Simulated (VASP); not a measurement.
# CdS (Fm-3m) in VASP: settings compared

Aim: see how the results for CdS move with the level of theory and the settings. Levels: PBEsol, PBE-based screened hybrid. Tasks: single point.

Everything below comes from runs of VASP 6.6.1. Logs are shortened: lines on timing, memory, paths and dates and some standing lists are left out, and cuts for length are marked.

## 1. The cell of the first run

The structure is cubic, space group Fm-3m (No. 225). Conventional cell: a = 5.454 Å, b = 5.454 Å, c = 5.454 Å, α = 90.00°, β = 90.00°, γ = 90.00°. Cd (site symmetry m-3m) has 6 S at 2.73 Å within 3.6 Å. Within 3.6 Å of S (site symmetry m-3m) lie 6 Cd at 2.73 Å.

## 2. Single point, PBEsol

INCAR reads:

```
SYSTEM = CdS
PREC = Accurate
ENCUT = 520
EDIFF = 1E-6
ISMEAR = 0
SIGMA = 0.01
LREAL = .FALSE.
LASPH = .TRUE.
NELM = 100
ALGO = Normal
ISIF = 2
LWAVE = .FALSE.
LCHARG = .TRUE.
GGA = PS
LELF = .TRUE.
LVHAR = .TRUE.
NBANDS = 16
```

KPOINTS reads:

```
Automatic mesh
0
G
  6 6 6
  0 0 0
```

POSCAR reads:

```
CdS
1.0
    0.0000000000      2.7267765442      2.7267765442
    2.7267765442      0.0000000000      2.7267765442
    2.7267765442      2.7267765442      0.0000000000
Cd S
1 1
Direct
    0.0000000000      0.0000000000      0.0000000000
    0.5000000000      0.5000000000      0.5000000000
```

Potentials or basis: VASP PAW PBE potentials, release 64 (Cd, S).

The run is started by

```sh
$ cat potpaw_PBE.64/Cd/POTCAR potpaw_PBE.64/S/POTCAR > POTCAR
$ mpirun -np 1 vasp_std > vasp.out
```

OUTCAR:

```text
SYSTEM = CdS
   PREC = Accurate
   ENCUT = 520
   EDIFF = 1E-6
   ISMEAR = 0
   LREAL = .FALSE.
   LASPH = .TRUE.
   NELM = 100
   ISIF = 2
   GGA = PS

 ion  position               nearest neighbor table
   1  0.000  0.000  0.000-   2 2.73   2 2.73   2 2.73   2 2.73   2 2.73   2 2.73
   2  0.500  0.500  0.500-   1 2.73   1 2.73   1 2.73   1 2.73   1 2.73   1 2.73

  LATTYP: Found a face centered cubic cell.
 ALAT       =     5.4535530884

  Lattice vectors:

 A1 = (   0.0000000000,   2.7267765442,   2.7267765442)
 A2 = (   2.7267765442,   0.0000000000,   2.7267765442)
 A3 = (   2.7267765442,   2.7267765442,   0.0000000000)

Analysis of symmetry for initial positions (statically):
=====================================================================
 Subroutine PRICEL returns:
 Original cell was already a primitive cell.

 Routine SETGRP: Setting up the symmetry group for a
 face centered cubic supercell.

 Subroutine GETGRP returns: Found 48 space group operations
 (whereof 48 operations were pure point group operations)
 out of a pool of 48 trial point group operations.

The static configuration has the point symmetry O_h .

Analysis of symmetry for dynamics (positions and initial velocities):
=====================================================================
 Subroutine PRICEL returns:
 Original cell was already a primitive cell.

 Routine SETGRP: Setting up the symmetry group for a
 face centered cubic supercell.

 Subroutine GETGRP returns: Found 48 space group operations
 (whereof 48 operations were pure point group operations)
 out of a pool of 48 trial point group operations.

The dynamic configuration has the point symmetry O_h .

 Subroutine INISYM returns: Found 48 space group operations
 (whereof 48 operations are pure point group operations),
 and found     1 'primitive' translations

----------------------------------------------------------------------------------------

                                     Primitive cell

  volume of cell :      40.5489

  direct lattice vectors                    reciprocal lattice vectors
     0.000000000  2.726776544  2.726776544    -0.183366694  0.183366694  0.183366694
     2.726776544  0.000000000  2.726776544     0.183366694 -0.183366694  0.183366694
     2.726776544  2.726776544  0.000000000     0.183366694  0.183366694 -0.183366694

  length of vectors
     3.856244370  3.856244370  3.856244370     0.317600430  0.317600430  0.317600430

  position of ions in fractional coordinates (direct lattice)
     0.000000000  0.000000000  0.000000000
     0.500000000  0.500000000  0.500000000

  ion indices of the primitive-cell ions
   primitive index   ion index
                 1           1
                 2           2

----------------------------------------------------------------------------------------

 KPOINTS: Automatic mesh

Automatic generation of k-mesh.
 Grid dimensions read from file:
 generate k-points for:    6    6    6

 Generating k-lattice:

  Cartesian coordinates                     Fractional coordinates (reciprocal lattice)
    -0.030561116  0.030561116  0.030561116     0.166666667  0.000000000  0.000000000
     0.030561116 -0.030561116  0.030561116     0.000000000  0.166666667  0.000000000
     0.030561116  0.030561116 -0.030561116     0.000000000  0.000000000  0.166666667

  Length of vectors
     0.052933405  0.052933405  0.052933405

  Shift w.r.t. Gamma in fractional coordinates (k-lattice)
     0.000000000  0.000000000  0.000000000

 Subroutine IBZKPT returns following result:
 ===========================================

 Found     16 irreducible k-points:

 Following reciprocal coordinates:
            Coordinates               Weight
  0.000000  0.000000  0.000000      1.000000
  0.166667  0.000000  0.000000      8.000000
  0.333333  0.000000  0.000000      8.000000
  0.500000  0.000000  0.000000      4.000000
  0.166667  0.166667  0.000000      6.000000
  0.333333  0.166667  0.000000     24.000000
[... 8 lines left out ...]
 -0.333333  0.333333  0.166667     24.000000
 -0.333333  0.500000  0.166667     12.000000
   k-points           NKPTS =     16   k-points in BZ     NKDIM =     16   number of bands    NBANDS=     16
   number of dos      NEDOS =    301   number of ions     NIONS =      2
   total plane-waves  NPLWV =  27000
   dimension x,y,z NGX =    30 NGY =   30 NGZ =   30
   dimension x,y,z NGXF=    60 NGYF=   60 NGZF=   60
   ions per type =               1   1
   NGX,Y,Z   is equivalent  to a cutoff of  12.93, 12.93, 12.93 a.u.
   NGXF,Y,Z  is equivalent  to a cutoff of  25.87, 25.87, 25.87 a.u.
 SYSTEM =  CdS
   PREC   = accura    normal or accurate (medium, high low for compatibility)
   ISTART =      0    job   : 0-new  1-cont  2-samecut
   ICHARG =      2    charge: 1-file 2-atom 10-const
   ISPIN  =      1    spin polarized calculation?
   LNONCOLLINEAR =      F non collinear calculations
   LSORBIT =      F    spin-orbit coupling
   LASPH  =      T    aspherical Exc in radial PAW
   ENCUT  =  520.0 eV  38.22 Ry    6.18 a.u.   7.17  7.17  7.17*2*pi/ulx,y,z
   NELM   =    100;   NELMIN=  2; NELMDL= -5     # of ELM steps
   EDIFF  = 0.1E-05   stopping-criterion for ELM
   LREAL  =      F    real-space projection
   EDIFFG = 0.1E-04   stopping-criterion for IOM
   NSW    =      0    number of steps for IOM
   IBRION =     -1    ionic relax: 0-MD 1-quasi-New 2-CG
   NFREE  =      0    steps in history (QN), initial steepest desc. (CG)
   ISIF   =      2    stress and relaxation
   ISYM   =      2    0-nonsym 1-usesym 2-fastsym
   POTIM  = 0.5000    time-step for ionic-motion
   TEBEG  =    0.0;   TEEND  =   0.0 temperature during run
   PSTRESS=    0.0 pullay stress
   NELECT =      18.0000    total number of electrons
   NUPDOWN=      -1.0000    fix difference up-down
   EMIN   =  10.00;   EMAX   =-10.00  energy-range for DOS
   EFERMI =   0.00;   METHOD = LEGACY
   ISMEAR =     0;   SIGMA  =   0.01  broadening in eV -4-tet -1-fermi 0-gaus
   EFERMI_NEDOS =   21; number of points for ismear=-14 and -15
   IALGO  =     38    algorithm
   IMIX   =      4    mixing-type and parameters
     AMIX     =   0.40;   BMIX     =  1.00
     AMIX_MAG =   1.60;   BMIX_MAG =  1.00
  volume/ion in A,a.u.               =      20.27       136.82
  Fermi-wavevector in a.u.,A,eV,Ry     =   1.248838  2.359962 21.219598  1.559596
  Thomas-Fermi vector in A             =   2.382906
   LORBIT       =      0    0 simple, 1 ext, 2 COOP (PROOUT), +10 PAW based schemes
   GGA     = PS    functional components
   LHFCALC =     F    Hartree Fock is set to
   AEXX    =    0.0000 exact exchange contribution
   IVDW    =     0    specifies the selected vdW correction
   LEPSILON=     F    determine dielectric tensor
   LRPA    =     F    only Hartree local field effects (RPA)
 non-spin polarized calculation
 Gauss-broadening in eV      SIGMA  =   0.01
  energy-cutoff  :      520.00
  volume of cell :       40.55
 maximum number of plane-waves:      1113
 NGX is ok and might be reduce to    30
   NGX = 15   NGY = 15   NGZ = 15

 number of electron      18.0000003 magnetization

 Free energy of the ion-electron system (eV)
  ---------------------------------------------------
  ext. energy  EPLUGINS =         0.00000000
  ---------------------------------------------------
  free energy    TOTEN  =        -6.63335992 eV

  energy without entropy =       -6.63335992  energy(sigma->0) =       -6.63335992

 E-fermi :   2.9780     XC(G=0): -10.6498

 val. band max:        2.9104041691   @ k =   0.5000   0.0000   0.0000
 cond. band min:       3.0313436957   @ k =   0.5000   0.5000   0.0000
 fundamental gap:      0.1209395266
 Fermi energy:         2.9779920394

 k-point     1 :       0.0000    0.0000    0.0000
  band No.  band energies     occupation
      1      -9.9785      2.00000
      2      -4.7204      2.00000
      3      -4.7204      2.00000
      4      -4.7184      2.00000
      5      -4.7184      2.00000
      6      -4.7184      2.00000
[... 8 lines left out ...]
     15      14.2703      0.00000
     16      14.2703      0.00000

 k-point     2 :       0.1667    0.0000    0.0000
  band No.  band energies     occupation
      1      -9.7367      2.00000
      2      -4.8043      2.00000
      3      -4.8043      2.00000
      4      -4.7492      2.00000
      5      -4.6656      2.00000
      6      -4.6656      2.00000
[... 8 lines left out ...]
     15      13.1671      0.00000
     16      13.7589      0.00000

 k-point     3 :       0.3333    0.0000    0.0000
  band No.  band energies     occupation
      1      -9.1580      2.00000
      2      -4.9641      2.00000
      3      -4.9641      2.00000
      4      -4.8747      2.00000
      5      -4.5570      2.00000
      6      -4.5570      2.00000
[... 8 lines left out ...]
     15      14.5161      0.00000
     16      14.5161      0.00000

 k-point     4 :       0.5000    0.0000    0.0000
  band No.  band energies     occupation
      1      -8.7917      2.00000
      2      -5.0402      2.00000
      3      -5.0402      2.00000
      4      -5.0102      2.00000
      5      -4.5014      2.00000
      6      -4.5014      2.00000
[... 8 lines left out ...]
     15      15.9011      0.00000
     16      15.9011      0.00000
[... 172 lines left out ...]
 k-point    14 :       0.5000    0.3333    0.1667
  band No.  band energies     occupation
      1      -8.9965      2.00000
      2      -4.8586      2.00000
      3      -4.7940      2.00000
      4      -4.7834      2.00000
      5      -4.5202      2.00000
      6      -4.3895      2.00000
[... 8 lines left out ...]
     15      16.8876      0.00000
     16      17.9994      0.00000

 k-point    15 :      -0.3333    0.3333    0.1667
  band No.  band energies     occupation
      1      -8.8563      2.00000
      2      -4.9193      2.00000
      3      -4.7614      2.00000
      4      -4.7295      2.00000
      5      -4.4704      2.00000
      6      -4.2082      2.00000
[... 8 lines left out ...]
     15      15.5919      0.00000
     16      17.6241      0.00000

 k-point    16 :      -0.3333    0.5000    0.1667
  band No.  band energies     occupation
      1      -8.9185      2.00000
      2      -4.8148      2.00000
      3      -4.7923      2.00000
      4      -4.5983      2.00000
      5      -4.4316      2.00000
      6      -3.8817      2.00000
[... 8 lines left out ...]
     15      16.6771      0.00000
     16      17.5849      0.00000

------------------------ aborting loop because EDIFF is reached ----------------------------------------

  FORCE on cell =-STRESS in cart. coord.  units (eV):
  Direction    XX          YY          ZZ          XY          YZ          ZX
  --------------------------------------------------------------------------------------
  -------------------------------------------------------------------------------------
  Total       -0.4845179     -0.4845179     -0.4845179     -0.0000000     -0.0000000      0.0000000
  in kB      -19.1444010    -19.1444010    -19.1444010     -0.0000000     -0.0000000      0.0000000
  external PRESSURE =     -19.1444010 kB  Pullay stress =       0.0000000 kB

 VOLUME and BASIS-vectors are now :
 -----------------------------------------------------------------------------
  energy-cutoff  :      520.00
  volume of cell :       40.55
      direct lattice vectors                 reciprocal lattice vectors
     0.000000000  2.726776544  2.726776544    -0.183366694  0.183366694  0.183366694
     2.726776544  0.000000000  2.726776544     0.183366694 -0.183366694  0.183366694
     2.726776544  2.726776544  0.000000000     0.183366694  0.183366694 -0.183366694

 POSITION                                       TOTAL-FORCE (eV/Angst)
 -----------------------------------------------------------------------------------
      0.00000      0.00000      0.00000         0.000000      0.000000      0.000000
      2.72678      2.72678      2.72678         0.000000      0.000000     -0.000000
 -----------------------------------------------------------------------------------
    total drift:                               -0.000000      0.000000      0.000000

  FREE ENERGIE OF THE ION-ELECTRON SYSTEM (eV)
  ---------------------------------------------------
  free  energy   TOTEN  =        -6.6333599178 eV

  energy  without entropy=       -6.6333599178  energy(sigma->0) =       -6.63335992
```

Wall time 14 s (1 thread of Intel Xeon Platinum 8259CL at 2.50GHz (Skylake/Cascade Lake), shared host); peak memory 0.16 GiB.

What came out:

```yaml
Free_energy: -6.6334 eV
Pressure: -1.9 GPa
Band_gap_on_the_k_mesh: 0.12 eV, indirect (least direct gap 1.60 eV)
```

Caveat: the PAW data sets were made with another functional, which shifts forces and pressure a little. A k mesh can miss the band edges.

## 3. Single point, PBE-based screened hybrid

POSCAR is that of step 2.

INCAR.step1 reads:

```
PREC = Accurate ; ENCUT = 520
EDIFF = 1E-5 ; ISMEAR = 0
SIGMA = 0.01 ; LREAL = False
LASPH = True ; NELM = 100
ALGO = Normal ; ISIF = 2
LWAVE = True ; GGA = PE
NBANDS = 16
```

INCAR.step2 reads:

```
PREC = Accurate ; ENCUT = 520
EDIFF = 1E-6 ; ISMEAR = 0
SIGMA = 0.01 ; LREAL = False
LASPH = True ; NELM = 100
ALGO = Normal ; ISIF = 2
LWAVE = False ; LCHARG = True
GGA = PE ; LHFCALC = True
AEXX = 0.4 ; HFSCREEN = 0.1
PRECFOCK = Normal ; LELF = True
LVHAR = True ; ISTART = 1
NBANDS = 16
```

KPOINTS reads:

```
regular mesh
0
Gamma
  4 4 4
```

Potentials or basis: VASP PAW PBE potentials, release 64 (Cd, S).

The run is started by

```sh
$ cat potpaw_PBE.64/Cd/POTCAR potpaw_PBE.64/S/POTCAR > POTCAR
$ cp INCAR.step1 INCAR
$ mpirun -np 1 vasp_std > vasp.out
$ cp INCAR.step2 INCAR
$ mpirun -np 1 vasp_std > vasp.out
```

OUTCAR:

```text
PREC = Accurate
   ENCUT = 520
   EDIFF = 1E-6
   ISMEAR = 0
   LREAL = False
   LASPH = True
   NELM = 100
   ISIF = 2
   GGA = PE
   LHFCALC = True
   AEXX = 0.4
   HFSCREEN = 0.1
   PRECFOCK = Normal
   ISTART = 1

 ion  position               nearest neighbor table
   1  0.000  0.000  0.000-   2 2.73   2 2.73   2 2.73   2 2.73   2 2.73   2 2.73
   2  0.500  0.500  0.500-   1 2.73   1 2.73   1 2.73   1 2.73   1 2.73   1 2.73

  LATTYP: Found a face centered cubic cell.
 ALAT       =     5.4535530884

[... 332 lines left out ...]

  FORCE on cell =-STRESS in cart. coord.  units (eV):
  Direction    XX          YY          ZZ          XY          YZ          ZX
  --------------------------------------------------------------------------------------
  -------------------------------------------------------------------------------------
  Total       -0.1637622     -0.1637622     -0.1637622      0.0000000      0.0000000      0.0000000
  in kB       -6.4706156     -6.4706156     -6.4706156      0.0000000      0.0000000      0.0000000
  external PRESSURE =      -6.4706156 kB  Pullay stress =       0.0000000 kB

 VOLUME and BASIS-vectors are now :
 -----------------------------------------------------------------------------
  energy-cutoff  :      520.00
  volume of cell :       40.55
      direct lattice vectors                 reciprocal lattice vectors
     0.000000000  2.726776544  2.726776544    -0.183366694  0.183366694  0.183366694
     2.726776544  0.000000000  2.726776544     0.183366694 -0.183366694  0.183366694
     2.726776544  2.726776544  0.000000000     0.183366694  0.183366694 -0.183366694

 POSITION                                       TOTAL-FORCE (eV/Angst)
 -----------------------------------------------------------------------------------
      0.00000      0.00000      0.00000        -0.000000     -0.000000      0.000000
      2.72678      2.72678      2.72678         0.000000      0.000000     -0.000000
 -----------------------------------------------------------------------------------
    total drift:                                0.000020      0.000028      0.000027

  FREE ENERGIE OF THE ION-ELECTRON SYSTEM (eV)
  ---------------------------------------------------
  free  energy   TOTEN  =        -8.7641842133 eV

  energy  without entropy=       -8.7641842133  energy(sigma->0) =       -8.76418421
```

OUTCAR.step1:

```text
PREC = Accurate
   ENCUT = 520
   EDIFF = 1E-5
   ISMEAR = 0
   LREAL = False
[... 356 lines left out ...]
      0.00000      0.00000      0.00000        -0.000000      0.000000      0.000000
      2.72678      2.72678      2.72678         0.000000     -0.000000     -0.000000
 -----------------------------------------------------------------------------------
    total drift:                               -0.000000      0.000000      0.000000

  FREE ENERGIE OF THE ION-ELECTRON SYSTEM (eV)
  ---------------------------------------------------
  free  energy   TOTEN  =        -5.7889212418 eV

  energy  without entropy=       -5.7889212418  energy(sigma->0) =       -5.78892124
```

Run time: 27 min. Hardware: 1 thread of AMD EPYC 7R13 (Zen 3), shared host; peak memory 0.24 GiB.

What came out:

| Quantity | Value |
| --- | --- |
| Free energy | -8.7642 eV |
| Pressure | -0.6 GPa |
| Band gap on the k mesh | 2.46 eV, indirect (least direct gap 4.02 eV) |

Caveat: the k points lie up to 0.50 Å⁻¹ apart; the PAW data sets were made with another functional, which shifts forces and pressure a little. A k mesh can miss the band edges.
